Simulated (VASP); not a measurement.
# Y (P6/mmm) in VASP: notebook

The runs below take Y through single point, with PBE.

Program: VASP 6.6.1. These are calculated values, not measurements. Logs are shortened: lines on timing, memory, paths and dates and some standing lists are left out, and cuts for length are marked.

## Step 1: The cell of the first run

The structure is hexagonal, space group P6/mmm (No. 191). Conventional cell: a = 5.634 Å, b = 5.634 Å, c = 3.526 Å, α = 90.00°, β = 90.00°, γ = 120.00°. Within 4.6 Å of Y (site symmetry 6/mmm) lie 14 Y at 3.53 to 3.70 Å. Y (site symmetry -6m2) has 11 Y at 3.25 to 3.70 Å within 4.3 Å.

## Step 2: Single point, PBE

INCAR

```
  PREC = Accurate
  ENCUT = 520
  EDIFF = 1E-6
  ISMEAR = 0
  SIGMA = 0.1
  LREAL = F
  LASPH = T
  NELM = 60
  ALGO = Normal
  ISIF = 2
  LWAVE = F
  LCHARG = F
  GGA = PE
  NBANDS = 24
```

KPOINTS

```
regular mesh
0
Gamma
  3 3 6
```

POSCAR

```
Y
1.0
    5.6341312211      0.0000000000      0.0000000000
   -2.8170656105      4.8793007657      0.0000000000
    0.0000000000      0.0000000000      3.5256863462
Y
3
Direct
    0.0000000000      0.0000000000      0.0000000000
    0.3333333333      0.6666666667      0.5000000000
    0.6666666667      0.3333333333      0.5000000000
```

Potentials or basis: VASP PAW PBE potentials, release 64 (Y_sv).

Launch:

```
> cat potpaw_PBE.64/Y_sv/POTCAR > POTCAR
> mpirun -np 1 vasp_std > vasp.out
```

OUTCAR:

```text
PREC = Accurate
   ENCUT = 520
   EDIFF = 1E-6
   ISMEAR = 0
   LREAL = F
   LASPH = T
   NELM = 60
   ISIF = 2
   GGA = PE

 ion  position               nearest neighbor table
   1  0.000  0.000  0.000-   2 3.70   3 3.70   2 3.70   3 3.70   2 3.70   2 3.70   3 3.70   3 3.70
                             3 3.70   3 3.70   2 3.70   2 3.70
   2  0.333  0.667  0.500-   3 3.25   3 3.25   3 3.25   1 3.70   1 3.70   1 3.70   1 3.70   1 3.70
                             1 3.70
   3  0.667  0.333  0.500-   2 3.25   2 3.25   2 3.25   1 3.70   1 3.70   1 3.70   1 3.70   1 3.70
                             1 3.70

  LATTYP: Found a hexagonal cell.
 ALAT       =     5.6341312211
 C/A-ratio  =     0.6257728491

  Lattice vectors:

 A1 = (   5.6341312211,   0.0000000000,   0.0000000000)
 A2 = (  -2.8170656105,   4.8793007657,   0.0000000000)
 A3 = (   0.0000000000,   0.0000000000,   3.5256863462)

Analysis of symmetry for initial positions (statically):
=====================================================================
 Subroutine PRICEL returns:
 Original cell was already a primitive cell.

 Routine SETGRP: Setting up the symmetry group for a
 hexagonal supercell.

 Subroutine GETGRP returns: Found 24 space group operations
 (whereof 24 operations were pure point group operations)
 out of a pool of 24 trial point group operations.

The static configuration has the point symmetry D_6h.

Analysis of symmetry for dynamics (positions and initial velocities):
=====================================================================
 Subroutine PRICEL returns:
 Original cell was already a primitive cell.

 Routine SETGRP: Setting up the symmetry group for a
 hexagonal supercell.

 Subroutine GETGRP returns: Found 24 space group operations
 (whereof 24 operations were pure point group operations)
 out of a pool of 24 trial point group operations.

The dynamic configuration has the point symmetry D_6h.

 Subroutine INISYM returns: Found 24 space group operations
 (whereof 24 operations are pure point group operations),
 and found     1 'primitive' translations

----------------------------------------------------------------------------------------

                                     Primitive cell

  volume of cell :      96.9233

  direct lattice vectors                    reciprocal lattice vectors
     5.634131221  0.000000000  0.000000000     0.177489654  0.102473699  0.000000000
    -2.817065610  4.879300766  0.000000000     0.000000000  0.204947399  0.000000000
     0.000000000  0.000000000  3.525686346     0.000000000  0.000000000  0.283632718

  length of vectors
     5.634131221  5.634131221  3.525686346     0.204947399  0.204947399  0.283632718

  position of ions in fractional coordinates (direct lattice)
     0.000000000  0.000000000  0.000000000
     0.333333333  0.666666667  0.500000000
     0.666666667  0.333333333  0.500000000

  ion indices of the primitive-cell ions
   primitive index   ion index
                 1           1
                 2           2
                 3           3

----------------------------------------------------------------------------------------

 KPOINTS: regular mesh

Automatic generation of k-mesh.
 Grid dimensions read from file:
 generate k-points for:    3    3    6

 Generating k-lattice:

  Cartesian coordinates                     Fractional coordinates (reciprocal lattice)
     0.059163218  0.034157900  0.000000000     0.333333333  0.000000000  0.000000000
     0.000000000  0.068315800  0.000000000     0.000000000  0.333333333  0.000000000
     0.000000000  0.000000000  0.047272120     0.000000000  0.000000000  0.166666667

  Length of vectors
     0.068315800  0.068315800  0.047272120

  Shift w.r.t. Gamma in fractional coordinates (k-lattice)
     0.000000000  0.000000000  0.000000000

 Subroutine IBZKPT returns following result:
 ===========================================

 Found     12 irreducible k-points:

 Following reciprocal coordinates:
            Coordinates               Weight
  0.000000  0.000000  0.000000      1.000000
  0.333333 -0.000000  0.000000      6.000000
  0.333333  0.333333  0.000000      2.000000
  0.000000  0.000000  0.166667      2.000000
  0.333333 -0.000000  0.166667     12.000000
  0.333333  0.333333  0.166667      4.000000
  0.000000  0.000000  0.333333      2.000000
  0.333333 -0.000000  0.333333     12.000000
  0.333333  0.333333  0.333333      4.000000
  0.000000  0.000000  0.500000      1.000000
  0.333333 -0.000000  0.500000      6.000000
  0.333333  0.333333  0.500000      2.000000
   k-points           NKPTS =     12   k-points in BZ     NKDIM =     12   number of bands    NBANDS=     24
   number of dos      NEDOS =    301   number of ions     NIONS =      3
   total plane-waves  NPLWV =  49392
   dimension x,y,z NGX =    42 NGY =   42 NGZ =   28
   dimension x,y,z NGXF=    84 NGYF=   84 NGZF=   56
   ions per type =               3
   NGX,Y,Z   is equivalent  to a cutoff of  12.39, 12.39, 13.20 a.u.
   NGXF,Y,Z  is equivalent  to a cutoff of  24.79, 24.79, 26.41 a.u.
 SYSTEM =  unknown system
   PREC   = accura    normal or accurate (medium, high low for compatibility)
   ISTART =      0    job   : 0-new  1-cont  2-samecut
   ICHARG =      2    charge: 1-file 2-atom 10-const
   ISPIN  =      1    spin polarized calculation?
   LNONCOLLINEAR =      F non collinear calculations
   LSORBIT =      F    spin-orbit coupling
   LASPH  =      T    aspherical Exc in radial PAW
   ENCUT  =  520.0 eV  38.22 Ry    6.18 a.u.  10.48 10.48  6.56*2*pi/ulx,y,z
   NELM   =     60;   NELMIN=  2; NELMDL= -5     # of ELM steps
   EDIFF  = 0.1E-05   stopping-criterion for ELM
   LREAL  =      F    real-space projection
   EDIFFG = 0.1E-04   stopping-criterion for IOM
   NSW    =      0    number of steps for IOM
   IBRION =     -1    ionic relax: 0-MD 1-quasi-New 2-CG
   NFREE  =      0    steps in history (QN), initial steepest desc. (CG)
   ISIF   =      2    stress and relaxation
   ISYM   =      2    0-nonsym 1-usesym 2-fastsym
   POTIM  = 0.5000    time-step for ionic-motion
   TEBEG  =    0.0;   TEEND  =   0.0 temperature during run
   PSTRESS=    0.0 pullay stress
   NELECT =      33.0000    total number of electrons
   NUPDOWN=      -1.0000    fix difference up-down
   EMIN   =  10.00;   EMAX   =-10.00  energy-range for DOS
   EFERMI =   0.00;   METHOD = LEGACY
   ISMEAR =     0;   SIGMA  =   0.10  broadening in eV -4-tet -1-fermi 0-gaus
   EFERMI_NEDOS =   21; number of points for ismear=-14 and -15
   IALGO  =     38    algorithm
   IMIX   =      4    mixing-type and parameters
     AMIX     =   0.40;   BMIX     =  1.00
     AMIX_MAG =   1.60;   BMIX_MAG =  1.00
  volume/ion in A,a.u.               =      32.31       218.02
  Fermi-wavevector in a.u.,A,eV,Ry     =   1.143150  2.160241 17.779999  1.306793
  Thomas-Fermi vector in A             =   2.279846
   LORBIT       =      0    0 simple, 1 ext, 2 COOP (PROOUT), +10 PAW based schemes
   GGA     = PE    functional components
   LHFCALC =     F    Hartree Fock is set to
   AEXX    =    0.0000 exact exchange contribution
   IVDW    =     0    specifies the selected vdW correction
   LEPSILON=     F    determine dielectric tensor
   LRPA    =     F    only Hartree local field effects (RPA)
 non-spin polarized calculation
 Gauss-broadening in eV      SIGMA  =   0.10
  energy-cutoff  :      520.00
  volume of cell :       96.92
 maximum number of plane-waves:      2647
 NGX is ok and might be reduce to    42
   NGX = 21   NGY = 21   NGZ = 13

 number of electron      33.0000001 magnetization

 Free energy of the ion-electron system (eV)
  ---------------------------------------------------
  ext. energy  EPLUGINS =         0.00000000
  ---------------------------------------------------
  free energy    TOTEN  =       -19.11180258 eV

  energy without entropy =      -19.06159861  energy(sigma->0) =      -19.08670059

 E-fermi :   3.0599     XC(G=0):  -9.4837

 val. band max:        3.0520124485   @ k =   0.3333  -0.0000   0.0000
 cond. band min:       3.0631891985   @ k =   0.3333   0.3333   0.1667
 fundamental gap:      0.0111767500
 Fermi energy:         3.0599009903

 k-point     1 :       0.0000    0.0000    0.0000
  band No.  band energies     occupation
      1     -39.6077      2.00000
      2     -39.4959      2.00000
      3     -39.4938      2.00000
      4     -19.7980      2.00000
      5     -19.7980      2.00000
      6     -19.5934      2.00000
[... 16 lines left out ...]
     23       5.8789      0.00000
     24       5.8807      0.00000

 k-point     2 :       0.3333   -0.0000    0.0000
  band No.  band energies     occupation
      1     -39.5810      2.00000
      2     -39.5188      2.00000
      3     -39.4980      2.00000
      4     -19.8930      2.00000
      5     -19.7639      2.00000
      6     -19.4674      2.00000
[... 16 lines left out ...]
     23       5.5442      0.00000
     24       6.3383      0.00000

 k-point     3 :       0.3333    0.3333    0.0000
  band No.  band energies     occupation
      1     -39.5477      2.00000
      2     -39.5477      2.00000
      3     -39.5028      2.00000
      4     -19.8607      2.00000
      5     -19.6818      2.00000
      6     -19.6818      2.00000
[... 16 lines left out ...]
     23       5.5555      0.00000
     24       5.5555      0.00000

 k-point     4 :       0.0000    0.0000    0.1667
  band No.  band energies     occupation
      1     -39.5989      2.00000
      2     -39.4896      2.00000
      3     -39.4894      2.00000
      4     -19.7866      2.00000
      5     -19.7866      2.00000
      6     -19.5671      2.00000
[... 16 lines left out ...]
     23       5.6332      0.00000
     24       5.6332      0.00000

 k-point     5 :       0.3333   -0.0000    0.1667
  band No.  band energies     occupation
      1     -39.5735      2.00000
      2     -39.5122      2.00000
      3     -39.4926      2.00000
      4     -19.8677      2.00000
      5     -19.7521      2.00000
      6     -19.5475      2.00000
[... 16 lines left out ...]
     23       5.5438      0.00000
     24       6.1140      0.00000

 k-point     6 :       0.3333    0.3333    0.1667
  band No.  band energies     occupation
      1     -39.5411      2.00000
      2     -39.5411      2.00000
      3     -39.4963      2.00000
      4     -19.8600      2.00000
      5     -19.6620      2.00000
      6     -19.6620      2.00000
[... 16 lines left out ...]
     23       5.1000      0.00000
     24       6.1887      0.00000

 k-point     7 :       0.0000    0.0000    0.3333
  band No.  band energies     occupation
      1     -39.5810      2.00000
      2     -39.4808      2.00000
      3     -39.4769      2.00000
      4     -19.7638      2.00000
      5     -19.7638      2.00000
      6     -19.7177      2.00000
[... 16 lines left out ...]
     23       6.3056      0.00000
     24       6.8107      0.00000

 k-point     8 :       0.3333   -0.0000    0.3333
  band No.  band energies     occupation
      1     -39.5582      2.00000
      2     -39.4989      2.00000
      3     -39.4819      2.00000
      4     -19.8132      2.00000
      5     -19.7545      2.00000
      6     -19.7069      2.00000
[... 16 lines left out ...]
     23       6.1763      0.00000
     24       6.5092      0.00000

 k-point     9 :       0.3333    0.3333    0.3333
  band No.  band energies     occupation
      1     -39.5280      2.00000
      2     -39.5280      2.00000
      3     -39.4832      2.00000
      4     -19.8734      2.00000
      5     -19.6941      2.00000
      6     -19.6941      2.00000
[... 16 lines left out ...]
     23       5.1605      0.00000
     24       6.5429      0.00000

 k-point    10 :       0.0000    0.0000    0.5000
  band No.  band energies     occupation
      1     -39.5718      2.00000
      2     -39.4767      2.00000
      3     -39.4706      2.00000
      4     -19.7995      2.00000
      5     -19.7523      2.00000
      6     -19.7523      2.00000
[... 16 lines left out ...]
     23       7.7112      0.00000
     24       7.7112      0.00000

 k-point    11 :       0.3333   -0.0000    0.5000
  band No.  band energies     occupation
      1     -39.5506      2.00000
      2     -39.4921      2.00000
      3     -39.4767      2.00000
      4     -19.8100      2.00000
      5     -19.7832      2.00000
      6     -19.7549      2.00000
[... 16 lines left out ...]
     23       6.6268      0.00000
     24       7.0362      0.00000

 k-point    12 :       0.3333    0.3333    0.5000
  band No.  band energies     occupation
      1     -39.5214      2.00000
      2     -39.5214      2.00000
      3     -39.4767      2.00000
      4     -19.8921      2.00000
      5     -19.7653      2.00000
      6     -19.7653      2.00000
[... 16 lines left out ...]
     23       5.5952      0.00000
     24       6.2096      0.00000

------------------------ aborting loop because EDIFF is reached ----------------------------------------

  FORCE on cell =-STRESS in cart. coord.  units (eV):
  Direction    XX          YY          ZZ          XY          YZ          ZX
  --------------------------------------------------------------------------------------
  -------------------------------------------------------------------------------------
  Total       -0.0651083     -0.0651083     -0.1200355     -0.0000000      0.0000000      0.0000000
  in kB       -1.0762642     -1.0762642     -1.9842310     -0.0000000      0.0000000      0.0000000
  external PRESSURE =      -1.3789198 kB  Pullay stress =       0.0000000 kB

 VOLUME and BASIS-vectors are now :
 -----------------------------------------------------------------------------
  energy-cutoff  :      520.00
  volume of cell :       96.92
      direct lattice vectors                 reciprocal lattice vectors
     5.634131221  0.000000000  0.000000000     0.177489654  0.102473699  0.000000000
    -2.817065610  4.879300766  0.000000000     0.000000000  0.204947399  0.000000000
     0.000000000  0.000000000  3.525686346     0.000000000  0.000000000  0.283632718

 POSITION                                       TOTAL-FORCE (eV/Angst)
 -----------------------------------------------------------------------------------
      0.00000      0.00000      0.00000         0.000000      0.000000      0.000000
     -0.00000      3.25287      1.76284         0.000000      0.000000      0.000000
      2.81707      1.62643      1.76284        -0.000000      0.000000      0.000000
 -----------------------------------------------------------------------------------
    total drift:                               -0.000000      0.000000     -0.000000

  FREE ENERGIE OF THE ION-ELECTRON SYSTEM (eV)
  ---------------------------------------------------
  free  energy   TOTEN  =       -19.1118025817 eV

  energy  without entropy=      -19.0615986072  energy(sigma->0) =      -19.08670059
```

Wall time 17 s (1 thread of Intel Xeon 6975P-C (Granite Rapids), shared host); peak memory 0.23 GiB.

Results:

| Quantity | Value |
| --- | --- |
| Free energy | -19.1118 eV |
| Pressure | -0.1 GPa |

Levels at points of the mesh, in eV from the Fermi level:
| k point | band 13 | band 14 | band 15 | band 16 | band 17 | band 18 | band 19 | band 20 |
| --- | --- | --- | --- | --- | --- | --- | --- | --- |
| (0.00, 0.00, 0.00) | -4.67 | -1.03 | 0.07 | 0.07 | 0.10 | 0.10 | 0.42 | 1.74 |
| (0.00, 0.00, 0.50) | -1.75 | -1.15 | -1.11 | -1.11 | -0.66 | -0.66 | 1.70 | 1.70 |

Caveat: the k points lie up to 0.43 Å⁻¹ apart.

## Step 3: Single point, PBE

INCAR

```
SYSTEM = Y
ALGO     = Normal         ! electronic algorithm
EDIFF    = 1E-6           ! SCF threshold, eV
ENCUT    = 520            ! plane-wave cutoff, eV
GGA      = PE             ! functional
ISIF     = 2              ! what is computed and relaxed
ISMEAR   = 0              ! smearing method
LASPH    = .True.         ! aspherical terms in the spheres
LCHARG   = .True.         ! write CHGCAR
LELF     = .True.         ! ELF
LREAL    = .False.        ! projectors in reciprocal space
LVHAR    = .True.       
LWAVE    = .False.        ! write WAVECAR
NBANDS   = 24             ! bands
NELM     = 60             ! most SCF steps
PREC     = Accurate       ! precision mode
SIGMA    = 0.1            ! smearing width, eV
```

KPOINTS

```
k-points
0
Gamma
  6 6 6
  0 0 0
```

POSCAR is that of step 2.

Potentials or basis: VASP PAW PBE potentials, release 64 (Y_sv).

Launch:

```
> cat potpaw_PBE.64/Y_sv/POTCAR > POTCAR
> mpirun -np 1 vasp_std > vasp.out
```

Wall time 30 s (1 thread of Intel Xeon 6975P-C (Granite Rapids), shared host); peak memory 0.25 GiB.

It converged, with:

```yaml
Free_energy: -19.1155 eV
Pressure: 0.1 GPa
```

Levels at points of the mesh, in eV from the Fermi level:
| k point | band 15 | band 16 | band 17 | band 18 | band 19 | band 20 |
| --- | --- | --- | --- | --- | --- | --- |
| (0.00, 0.00, 0.00) | 0.05 | 0.05 | 0.10 | 0.10 | 0.44 | 1.73 |
| (0.50, 0.00, 0.00) | -1.82 | 0.36 | 0.51 | 0.55 | 0.96 | 1.05 |
| (0.00, 0.00, 0.50) | -1.11 | -1.11 | -0.67 | -0.67 | 1.71 | 1.71 |
| (0.50, 0.00, 0.50) | -0.82 | -0.27 | -0.09 | 0.02 | 0.88 | 1.31 |
